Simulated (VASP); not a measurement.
# BN in VASP: further runs

BN is run at these levels: PBE; tasks: single point.

Everything below comes from runs of VASP 6.6.1. Logs are shortened: lines on timing, memory, paths and dates and some standing lists are left out, and cuts for length are marked.

### 1 The cell of the first run

The structure is cubic, space group F-43m (No. 216). The conventional cell has a = 3.625 Å, b = 3.625 Å, c = 3.625 Å, α = 90.00°, β = 90.00°, γ = 90.00°. B (site symmetry -43m) has 4 N at 1.57 Å within 2.1 Å. N (site symmetry -43m) has 4 B at 1.57 Å within 2.1 Å.

### 2 Single point, PBE

INCAR

```
ALGO     = Normal         # electronic algorithm
EDIFF    = 1E-6           # SCF threshold, eV
ENCUT    = 520            # plane-wave cutoff, eV
GGA      = PE             # functional
ISIF     = 2              # what is computed and relaxed
ISMEAR   = 0              # smearing method
LASPH    = T              # aspherical terms in the spheres
LCHARG   = T              # write CHGCAR
LELF     = T              # ELF
LREAL    = F              # projectors in reciprocal space
LVHAR    = T            
LWAVE    = F              # write WAVECAR
NBANDS   = 11             # bands
NELM     = 80             # most SCF steps
PREC     = Accurate       # precision mode
SIGMA    = 0.05           # smearing width, eV
```

KPOINTS

```
k-points
0
Gamma
  12 12 12
```

POSCAR

```
BN
1.0
    0.0000000000      1.8123937807      1.8123937807
    1.8123937807      0.0000000000      1.8123937807
    1.8123937807      1.8123937807      0.0000000000
B N
1 1
Direct
    0.0000000000      0.0000000000      0.0000000000
    0.7500000000      0.7500000000      0.7500000000
```

Potentials or basis: VASP PAW PBE potentials, release 64 (B, N).

Launch:

```sh
$ cat potpaw_PBE.64/B/POTCAR potpaw_PBE.64/N/POTCAR > POTCAR
$ mpirun -np 1 vasp_std > vasp.out
```

OUTCAR:

```text
EDIFF = 1E-6
   ENCUT = 520
   GGA = PE
   ISIF = 2
   ISMEAR = 0
   LASPH = T
   LREAL = F
   NELM = 80
   PREC = Accurate

 ion  position               nearest neighbor table
   1  0.000  0.000  0.000-   2 1.57   2 1.57   2 1.57   2 1.57
   2  0.750  0.750  0.750-   1 1.57   1 1.57   1 1.57   1 1.57

  LATTYP: Found a face centered cubic cell.
 ALAT       =     3.6247875614

  Lattice vectors:

 A1 = (   0.0000000000,   1.8123937807,   1.8123937807)
 A2 = (   1.8123937807,   0.0000000000,   1.8123937807)
 A3 = (   1.8123937807,   1.8123937807,   0.0000000000)

Analysis of symmetry for initial positions (statically):
=====================================================================
 Subroutine PRICEL returns:
 Original cell was already a primitive cell.

 Routine SETGRP: Setting up the symmetry group for a
 face centered cubic supercell.

 Subroutine GETGRP returns: Found 24 space group operations
 (whereof 24 operations were pure point group operations)
 out of a pool of 48 trial point group operations.

The static configuration has the point symmetry T_d .

Analysis of symmetry for dynamics (positions and initial velocities):
=====================================================================
 Subroutine PRICEL returns:
 Original cell was already a primitive cell.

 Routine SETGRP: Setting up the symmetry group for a
 face centered cubic supercell.

 Subroutine GETGRP returns: Found 24 space group operations
 (whereof 24 operations were pure point group operations)
 out of a pool of 48 trial point group operations.

The dynamic configuration has the point symmetry T_d .

 Subroutine INISYM returns: Found 24 space group operations
 (whereof 24 operations are pure point group operations),
 and found     1 'primitive' translations

----------------------------------------------------------------------------------------

                                     Primitive cell

  volume of cell :      11.9066

  direct lattice vectors                    reciprocal lattice vectors
     0.000000000  1.812393781  1.812393781    -0.275878236  0.275878236  0.275878236
     1.812393781  0.000000000  1.812393781     0.275878236 -0.275878236  0.275878236
     1.812393781  1.812393781  0.000000000     0.275878236  0.275878236 -0.275878236

  length of vectors
     2.563111865  2.563111865  2.563111865     0.477835122  0.477835122  0.477835122

  position of ions in fractional coordinates (direct lattice)
     0.000000000  0.000000000  0.000000000
     0.750000000  0.750000000  0.750000000

  ion indices of the primitive-cell ions
   primitive index   ion index
                 1           1
                 2           2

----------------------------------------------------------------------------------------

 KPOINTS: k-points

Automatic generation of k-mesh.
 Grid dimensions read from file:
 generate k-points for:   12   12   12

 Generating k-lattice:

  Cartesian coordinates                     Fractional coordinates (reciprocal lattice)
    -0.022989853  0.022989853  0.022989853     0.083333333  0.000000000  0.000000000
     0.022989853 -0.022989853  0.022989853     0.000000000  0.083333333  0.000000000
     0.022989853  0.022989853 -0.022989853     0.000000000  0.000000000  0.083333333

  Length of vectors
     0.039819594  0.039819594  0.039819594

  Shift w.r.t. Gamma in fractional coordinates (k-lattice)
     0.000000000  0.000000000  0.000000000

 Subroutine IBZKPT returns following result:
 ===========================================

 Found     72 irreducible k-points:

 Following reciprocal coordinates:
            Coordinates               Weight
  0.000000  0.000000  0.000000      1.000000
  0.083333  0.000000  0.000000      8.000000
  0.166667  0.000000  0.000000      8.000000
  0.250000  0.000000  0.000000      8.000000
  0.333333  0.000000  0.000000      8.000000
  0.416667  0.000000  0.000000      8.000000
[... 16 lines left out ...]
  0.500000  0.166667  0.000000     24.000000
 -0.416667  0.166667  0.000000     24.000000
 [... further k-points ...]
   k-points           NKPTS =     72   k-points in BZ     NKDIM =     72   number of bands    NBANDS=     11
   number of dos      NEDOS =    301   number of ions     NIONS =      2
   total plane-waves  NPLWV =   8000
   dimension x,y,z NGX =    20 NGY =   20 NGZ =   20
   dimension x,y,z NGXF=    40 NGYF=   40 NGZF=   40
   ions per type =               1   1
   NGX,Y,Z   is equivalent  to a cutoff of  12.97, 12.97, 12.97 a.u.
   NGXF,Y,Z  is equivalent  to a cutoff of  25.94, 25.94, 25.94 a.u.
 SYSTEM =  unknown system
   PREC   = accura    normal or accurate (medium, high low for compatibility)
   ISTART =      0    job   : 0-new  1-cont  2-samecut
   ICHARG =      2    charge: 1-file 2-atom 10-const
   ISPIN  =      1    spin polarized calculation?
   LNONCOLLINEAR =      F non collinear calculations
   LSORBIT =      F    spin-orbit coupling
   LASPH  =      T    aspherical Exc in radial PAW
   ENCUT  =  520.0 eV  38.22 Ry    6.18 a.u.   4.77  4.77  4.77*2*pi/ulx,y,z
   NELM   =     80;   NELMIN=  2; NELMDL= -5     # of ELM steps
   EDIFF  = 0.1E-05   stopping-criterion for ELM
   LREAL  =      F    real-space projection
   EDIFFG = 0.1E-04   stopping-criterion for IOM
   NSW    =      0    number of steps for IOM
   IBRION =     -1    ionic relax: 0-MD 1-quasi-New 2-CG
   NFREE  =      0    steps in history (QN), initial steepest desc. (CG)
   ISIF   =      2    stress and relaxation
   ISYM   =      2    0-nonsym 1-usesym 2-fastsym
   POTIM  = 0.5000    time-step for ionic-motion
   TEBEG  =    0.0;   TEEND  =   0.0 temperature during run
   PSTRESS=    0.0 pullay stress
   NELECT =       8.0000    total number of electrons
   NUPDOWN=      -1.0000    fix difference up-down
   EMIN   =  10.00;   EMAX   =-10.00  energy-range for DOS
   EFERMI =   0.00;   METHOD = LEGACY
   ISMEAR =     0;   SIGMA  =   0.05  broadening in eV -4-tet -1-fermi 0-gaus
   EFERMI_NEDOS =   21; number of points for ismear=-14 and -15
   IALGO  =     38    algorithm
   IMIX   =      4    mixing-type and parameters
     AMIX     =   0.40;   BMIX     =  1.00
     AMIX_MAG =   1.60;   BMIX_MAG =  1.00
  volume/ion in A,a.u.               =       5.95        40.17
  Fermi-wavevector in a.u.,A,eV,Ry     =   1.433867  2.709616 27.973240  2.055975
  Thomas-Fermi vector in A             =   2.553338
   LORBIT       =      0    0 simple, 1 ext, 2 COOP (PROOUT), +10 PAW based schemes
   GGA     = PE    functional components
   LHFCALC =     F    Hartree Fock is set to
   AEXX    =    0.0000 exact exchange contribution
   IVDW    =     0    specifies the selected vdW correction
   LEPSILON=     F    determine dielectric tensor
   LRPA    =     F    only Hartree local field effects (RPA)
 non-spin polarized calculation
 Gauss-broadening in eV      SIGMA  =   0.05
  energy-cutoff  :      520.00
  volume of cell :       11.91
 maximum number of plane-waves:       332
   NGX =  9   NGY =  9   NGZ =  9

 number of electron       7.9999999 magnetization

 Free energy of the ion-electron system (eV)
  ---------------------------------------------------
  ext. energy  EPLUGINS =         0.00000000
  ---------------------------------------------------
  free energy    TOTEN  =       -17.45101388 eV

  energy without entropy =      -17.45101388  energy(sigma->0) =      -17.45101388

 E-fermi :   7.5922     XC(G=0): -12.7820

 val. band max:        7.3033385818   @ k =   0.0000   0.0000   0.0000
 cond. band min:      11.7540458347   @ k =   0.5000   0.5000   0.0000
 fundamental gap:      4.4507072529
 Fermi energy:         7.5921634308

 k-point     1 :       0.0000    0.0000    0.0000
  band No.  band energies     occupation
      1     -12.8354      2.00000
      2       7.3033      2.00000
      3       7.3033      2.00000
      4       7.3033      2.00000
      5      16.0846      0.00000
      6      16.0846      0.00000
      7      16.0846      0.00000
      8      17.5210      0.00000
      9      31.9035      0.00000
     10      34.9731      0.00000
     11      34.9731      0.00000

 k-point     2 :       0.0833    0.0000    0.0000
  band No.  band energies     occupation
      1     -12.6674      2.00000
      2       6.3958      2.00000
      3       7.1243      2.00000
      4       7.1243      2.00000
      5      16.2824      0.00000
      6      16.3563      0.00000
      7      16.3563      0.00000
      8      18.0909      0.00000
      9      31.7176      0.00000
     10      32.7775      0.00000
     11      32.7775      0.00000

 k-point     3 :       0.1667    0.0000    0.0000
  band No.  band energies     occupation
      1     -12.1700      2.00000
      2       4.3082      2.00000
      3       6.6884      2.00000
      4       6.6884      2.00000
      5      16.5778      0.00000
      6      16.9881      0.00000
      7      16.9881      0.00000
      8      19.4275      0.00000
      9      31.1924      0.00000
     10      31.2312      0.00000
     11      31.2312      0.00000

 k-point     4 :       0.2500    0.0000    0.0000
  band No.  band energies     occupation
      1     -11.3667      2.00000
      2       1.8573      2.00000
      3       6.1848      2.00000
      4       6.1848      2.00000
      5      16.8649      0.00000
      6      17.5931      0.00000
      7      17.5931      0.00000
      8      20.7673      0.00000
      9      30.6506      0.00000
     10      30.8268      0.00000
     11      30.8268      0.00000

 k-point     5 :       0.3333    0.0000    0.0000
  band No.  band energies     occupation
      1     -10.3214      2.00000
      2      -0.5158      2.00000
      3       5.7550      2.00000
      4       5.7550      2.00000
      5      17.1162      0.00000
      6      17.9066      0.00000
      7      17.9066      0.00000
      8      21.7423      0.00000
      9      30.4212      0.00000
     10      31.6101      0.00000
     11      31.6101      0.00000
[... 211 lines left out ...]
 k-point    21 :       0.3333    0.1667    0.0000
  band No.  band energies     occupation
      1     -10.4885      2.00000
      2       1.2558      2.00000
      3       4.5558      2.00000
      4       4.8320      2.00000
      5      15.3615      0.00000
      6      19.4980      0.00000
      7      20.0292      0.00000
      8      20.0414      0.00000
      9      26.6885      0.00000
     10      33.5993      0.00000
     11      35.3283      0.00000

 k-point    22 :       0.4167    0.1667    0.0000
  band No.  band energies     occupation
      1      -9.4331      2.00000
      2      -0.8196      2.00000
      3       4.1880      2.00000
      4       4.3731      2.00000
      5      15.7690      0.00000
      6      19.6258      0.00000
      7      20.1176      0.00000
      8      20.9860      0.00000
      9      27.5965      0.00000
     10      33.3788      0.00000
     11      35.5934      0.00000

 k-point    23 :       0.5000    0.1667    0.0000
  band No.  band energies     occupation
      1      -8.4781      2.00000
      2      -2.3593      2.00000
      3       3.6064      2.00000
      4       4.4450      2.00000
      5      16.1248      0.00000
      6      19.5560      0.00000
      7      19.8778      0.00000
      8      22.2794      0.00000
      9      27.9707      0.00000
     10      33.5510      0.00000
     11      34.7977      0.00000

 k-point    24 :      -0.4167    0.1667    0.0000
  band No.  band energies     occupation
      1      -8.2961      2.00000
      2      -2.6242      2.00000
      3       3.2075      2.00000
      4       4.7573      2.00000
      5      16.5754      0.00000
      6      19.4088      0.00000
      7      19.4854      0.00000
      8      22.8885      0.00000
      9      28.2575      0.00000
     10      32.5542      0.00000
     11      33.8215      0.00000

 [... further k-points ...]
[... 5 lines left out ...]
  --------------------------------------------------------------------------------------
  -------------------------------------------------------------------------------------
  Total        0.0158481      0.0158481      0.0158481      0.0000000      0.0000000      0.0000000
  in kB        2.1325509      2.1325509      2.1325509      0.0000000      0.0000000      0.0000000
  external PRESSURE =       2.1325509 kB  Pullay stress =       0.0000000 kB

 VOLUME and BASIS-vectors are now :
 -----------------------------------------------------------------------------
  energy-cutoff  :      520.00
  volume of cell :       11.91
      direct lattice vectors                 reciprocal lattice vectors
     0.000000000  1.812393781  1.812393781    -0.275878236  0.275878236  0.275878236
     1.812393781  0.000000000  1.812393781     0.275878236 -0.275878236  0.275878236
     1.812393781  1.812393781  0.000000000     0.275878236  0.275878236 -0.275878236

 POSITION                                       TOTAL-FORCE (eV/Angst)
 -----------------------------------------------------------------------------------
      0.00000      0.00000      0.00000        -0.000000     -0.000000     -0.000000
      2.71859      2.71859      2.71859         0.000000      0.000000      0.000000
 -----------------------------------------------------------------------------------
    total drift:                               -0.000000     -0.000000     -0.000000

  FREE ENERGIE OF THE ION-ELECTRON SYSTEM (eV)
  ---------------------------------------------------
  free  energy   TOTEN  =       -17.4510138796 eV

  energy  without entropy=      -17.4510138796  energy(sigma->0) =      -17.45101388
```

Run time: 4.1 s. Hardware: 1 thread of Intel Xeon 6975P-C (Granite Rapids), shared host; peak memory 0.11 GiB.

What came out:

* Free energy: -17.4510 eV
* Pressure: 0.2 GPa
* Band gap on the k mesh: 4.45 eV, indirect (least direct gap 8.78 eV)

A k mesh can miss the band edges.

(Part 1 of 2 ends here.)
